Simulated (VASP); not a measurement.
# Na (P6_3/mmc) in VASP: notebook, part 2 of 2

VASP 6.6.1. Earlier steps stand in the parts before.

### 4 Single point, PBE (strain +0.000 along x and y, -0.025 along z)

INCAR

```
  PREC = Accurate
  ENCUT = 520
  EDIFF = 1E-6
  ISMEAR = 0
  SIGMA = 0.15
  LREAL = False
  LASPH = True
  NELM = 80
  ALGO = Fast
  ISIF = 2
  LWAVE = False
  LCHARG = False
  GGA = PE
  NBANDS = 14
```

KPOINTS

```
regular mesh
0
Gamma
  15 15 8
```

POSCAR

```
Na
1.0
    3.7670009976      0.0000000000      0.0000000000
   -1.8835004988      3.2623185600      0.0000000000
    0.0000000000      0.0000000000      6.0001500000
Na
2
Direct
    0.3333333333      0.6666666667      0.2500000000
    0.6666666667      0.3333333333      0.7500000000
```

Potentials or basis: VASP PAW PBE potentials, release 64 (Na_pv).

Launch:

```
> cat potpaw_PBE.64/Na_pv/POTCAR > POTCAR
> mpirun -np 1 vasp_std > vasp.out
```

OUTCAR:

```text
PREC = Accurate
   ENCUT = 520
   EDIFF = 1E-6
   ISMEAR = 0
   LREAL = False
   LASPH = True
   NELM = 80
   ISIF = 2
   GGA = PE

 ion  position               nearest neighbor table
   1  0.333  0.667  0.250-
   2  0.667  0.333  0.750-

  LATTYP: Found a hexagonal cell.
 ALAT       =     3.7670009976
 C/A-ratio  =     1.5928187977

  Lattice vectors:

 A1 = (   3.7670009976,   0.0000000000,   0.0000000000)
 A2 = (  -1.8835004988,   3.2623185600,   0.0000000000)
 A3 = (   0.0000000000,   0.0000000000,   6.0001500000)

Analysis of symmetry for initial positions (statically):
=====================================================================
 Subroutine PRICEL returns:
 Original cell was already a primitive cell.

 Routine SETGRP: Setting up the symmetry group for a
 hexagonal supercell.

 Subroutine GETGRP returns: Found 24 space group operations
 (whereof 12 operations were pure point group operations)
 out of a pool of 24 trial point group operations.

The static configuration has the point symmetry D_3d.
 The point group associated with its full space group is D_6h.

Analysis of symmetry for dynamics (positions and initial velocities):
=====================================================================
 Subroutine PRICEL returns:
 Original cell was already a primitive cell.

 Routine SETGRP: Setting up the symmetry group for a
 hexagonal supercell.

 Subroutine GETGRP returns: Found 24 space group operations
 (whereof 12 operations were pure point group operations)
 out of a pool of 24 trial point group operations.

The dynamic configuration has the point symmetry D_3d.
 The point group associated with its full space group is D_6h.

 Subroutine INISYM returns: Found 24 space group operations
 (whereof 12 operations are pure point group operations),
 and found     1 'primitive' translations

----------------------------------------------------------------------------------------

                                     Primitive cell

  volume of cell :      73.7368

  direct lattice vectors                    reciprocal lattice vectors
     3.767000998  0.000000000  0.000000000     0.265463163  0.153265229  0.000000000
    -1.883500499  3.262318560  0.000000000     0.000000000  0.306530457  0.000000000
     0.000000000  0.000000000  6.000150000     0.000000000  0.000000000  0.166662500

  length of vectors
     3.767000998  3.767000998  6.000150000     0.306530457  0.306530457  0.166662500

  position of ions in fractional coordinates (direct lattice)
     0.333333333  0.666666667  0.250000000
     0.666666667  0.333333333  0.750000000

  ion indices of the primitive-cell ions
   primitive index   ion index
                 1           1
                 2           2

----------------------------------------------------------------------------------------

 KPOINTS: regular mesh

Automatic generation of k-mesh.
 Grid dimensions read from file:
 generate k-points for:   15   15    8

 Generating k-lattice:

[... 23 lines left out ...]
  0.333333 -0.000000  0.000000      6.000000
[... 16 lines left out ...]
  0.333333  0.200000  0.000000     12.000000
  0.400000  0.200000  0.000000      6.000000
 [... further k-points ...]
   k-points           NKPTS =    135   k-points in BZ     NKDIM =    135   number of bands    NBANDS=     14
   number of dos      NEDOS =    301   number of ions     NIONS =      2
   total plane-waves  NPLWV =  37632
   dimension x,y,z NGX =    28 NGY =   28 NGZ =   48
   dimension x,y,z NGXF=    56 NGYF=   56 NGZF=   96
   ions per type =               2
   NGX,Y,Z   is equivalent  to a cutoff of  12.36, 12.36, 13.30 a.u.
   NGXF,Y,Z  is equivalent  to a cutoff of  24.71, 24.71, 26.60 a.u.
 SYSTEM =  unknown system
   PREC   = accura    normal or accurate (medium, high low for compatibility)
   ISTART =      0    job   : 0-new  1-cont  2-samecut
   ICHARG =      2    charge: 1-file 2-atom 10-const
   ISPIN  =      1    spin polarized calculation?
   LNONCOLLINEAR =      F non collinear calculations
   LSORBIT =      F    spin-orbit coupling
   LASPH  =      T    aspherical Exc in radial PAW
   ENCUT  =  520.0 eV  38.22 Ry    6.18 a.u.   7.00  7.00 11.16*2*pi/ulx,y,z
   NELM   =     80;   NELMIN=  2; NELMDL= -5     # of ELM steps
   EDIFF  = 0.1E-05   stopping-criterion for ELM
   LREAL  =      F    real-space projection
   EDIFFG = 0.1E-04   stopping-criterion for IOM
   NSW    =      0    number of steps for IOM
   IBRION =     -1    ionic relax: 0-MD 1-quasi-New 2-CG
   NFREE  =      0    steps in history (QN), initial steepest desc. (CG)
   ISIF   =      2    stress and relaxation
   ISYM   =      2    0-nonsym 1-usesym 2-fastsym
   POTIM  = 0.5000    time-step for ionic-motion
   TEBEG  =    0.0;   TEEND  =   0.0 temperature during run
   PSTRESS=    0.0 pullay stress
   NELECT =      14.0000    total number of electrons
   NUPDOWN=      -1.0000    fix difference up-down
   EMIN   =  10.00;   EMAX   =-10.00  energy-range for DOS
   EFERMI =   0.00;   METHOD = LEGACY
   ISMEAR =     0;   SIGMA  =   0.15  broadening in eV -4-tet -1-fermi 0-gaus
   EFERMI_NEDOS =   21; number of points for ismear=-14 and -15
   IALGO  =     68    algorithm
   IMIX   =      4    mixing-type and parameters
     AMIX     =   0.40;   BMIX     =  1.00
     AMIX_MAG =   1.60;   BMIX_MAG =  1.00
  volume/ion in A,a.u.               =      36.87       248.80
  Fermi-wavevector in a.u.,A,eV,Ry     =   0.940927  1.778095 12.045841  0.885344
  Thomas-Fermi vector in A             =   2.068388
   LORBIT       =      0    0 simple, 1 ext, 2 COOP (PROOUT), +10 PAW based schemes
   GGA     = PE    functional components
   LHFCALC =     F    Hartree Fock is set to
   AEXX    =    0.0000 exact exchange contribution
   IVDW    =     0    specifies the selected vdW correction
   LEPSILON=     F    determine dielectric tensor
   LRPA    =     F    only Hartree local field effects (RPA)
 non-spin polarized calculation
 RMM-DIIS sequential band-by-band and
 Gauss-broadening in eV      SIGMA  =   0.15
  energy-cutoff  :      520.00
  volume of cell :       73.74
 maximum number of plane-waves:      2003
 NGX is ok and might be reduce to    28
   NGX = 13   NGY = 13   NGZ = 23

 number of electron      14.0000004 magnetization

 Free energy of the ion-electron system (eV)
  ---------------------------------------------------
  ext. energy  EPLUGINS =         0.00000000
  ---------------------------------------------------
  free energy    TOTEN  =        -2.62654754 eV

  energy without entropy =       -2.61459439  energy(sigma->0) =       -2.62057097

 E-fermi :   0.3552     XC(G=0):  -6.5157

 val. band max:        0.3483345666   @ k =   0.4000   0.0667   0.3750
 cond. band min:       0.3650477845   @ k =   0.4000  -0.0000   0.5000
 fundamental gap:      0.0167132179
 Fermi energy:         0.3551639900

 k-point     1 :       0.0000    0.0000    0.0000
  band No.  band energies     occupation
      1     -24.5863      2.00000
      2     -24.5536      2.00000
      3     -24.5536      2.00000
      4     -24.5483      2.00000
      5     -24.5479      2.00000
      6     -24.5479      2.00000
      7      -2.9462      2.00000
      8       1.0149      0.00000
      9       1.4605      0.00000
     10      10.1511      0.00000
     11      10.1511      0.00000
     12      10.4957      0.00000
     13      10.4957      0.00000
     14      10.8213      0.00000
[... 377 lines left out ...]
      1     -24.5760      2.00000
      2     -24.5700      2.00000
      3     -24.5675      2.00000
      4     -24.5657      2.00000
      5     -24.5599      2.00000
      6     -24.5578      2.00000
      7       0.9350      0.00000
      8       1.0581      0.00000
      9       3.5570      0.00000
     10       4.6684      0.00000
     11       4.6731      0.00000
     12       5.1803      0.00000
     13       6.2520      0.00000
     14       7.3138      0.00000

 [... further k-points ...]

------------------------ aborting loop because EDIFF is reached ----------------------------------------

  FORCE on cell =-STRESS in cart. coord.  units (eV):
  Direction    XX          YY          ZZ          XY          YZ          ZX
  --------------------------------------------------------------------------------------
  -------------------------------------------------------------------------------------
  Total       -0.0156411     -0.0156411      0.0675971      0.0000000     -0.0000000      0.0000000
  in kB       -0.3398540     -0.3398540      1.4687733      0.0000000     -0.0000000      0.0000000
  external PRESSURE =       0.2630217 kB  Pullay stress =       0.0000000 kB

 VOLUME and BASIS-vectors are now :
 -----------------------------------------------------------------------------
  energy-cutoff  :      520.00
  volume of cell :       73.74
      direct lattice vectors                 reciprocal lattice vectors
     3.767000998  0.000000000  0.000000000     0.265463163  0.153265229  0.000000000
    -1.883500499  3.262318560  0.000000000     0.000000000  0.306530457  0.000000000
     0.000000000  0.000000000  6.000150000     0.000000000  0.000000000  0.166662500

 POSITION                                       TOTAL-FORCE (eV/Angst)
 -----------------------------------------------------------------------------------
     -0.00000      2.17488      1.50004        -0.000000      0.000000     -0.000000
      1.88350      1.08744      4.50011         0.000000     -0.000000      0.000000
 -----------------------------------------------------------------------------------
    total drift:                               -0.000000      0.000000      0.000000

  FREE ENERGIE OF THE ION-ELECTRON SYSTEM (eV)
  ---------------------------------------------------
  free  energy   TOTEN  =        -2.6265475445 eV

  energy  without entropy=       -2.6145943948  energy(sigma->0) =       -2.62057097
```

stdout:

```text
POSCAR found type information on POSCAR Na
 POSCAR found :  1 types and       2 ions
 scaLAPACK will be used
 LDA part: xc-table for (Slater+PW92), standard interpolation
 POSCAR, INCAR and KPOINTS ok, starting setup
 FFT: planning ... GRIDC
 FFT: planning ... GRID_SOFT
 FFT: planning ... GRID
 WAVECAR not read
 entering main loop
```

Run time: 44 s. Hardware: 1 thread of Intel Xeon 6975P-C (Granite Rapids), shared host; peak memory 0.24 GiB.

What came out:

```
Free energy            : -2.6265 eV
Pressure               : 0.0 GPa
Band gap on the k mesh : zero (bands 7 and 8 overlap by 4.26 eV)
```

Caveat: the cell differs from its parent crystal (strain +0.000 along x and y, -0.025 along z).

### 5 Overview

```tsv
cell	gap on the mesh (eV)	pressure (GPa)
a = 3.767, b = 3.767, c = 5.846 Å, angles 90.0, 90.0, 120.0°, 2 atoms	none	0.3
a = 3.673, b = 3.673, c = 6.154 Å, angles 90.0, 90.0, 120.0°, 2 atoms	none	0.3
a = 3.767, b = 3.767, c = 6.000 Å, angles 90.0, 90.0, 120.0°, 2 atoms	none	0.0
```

Alike in all rows: task single point; level PBE; potentials or basis VASP PAW PBE potentials, release 64 (Na_pv); no spin polarisation; k mesh 15 × 15 × 8; cutoff (eV) 520; smearing gaussian 0.15 eV.

Total energies depend on the potentials used, so only differences within one code and one set of settings carry meaning.
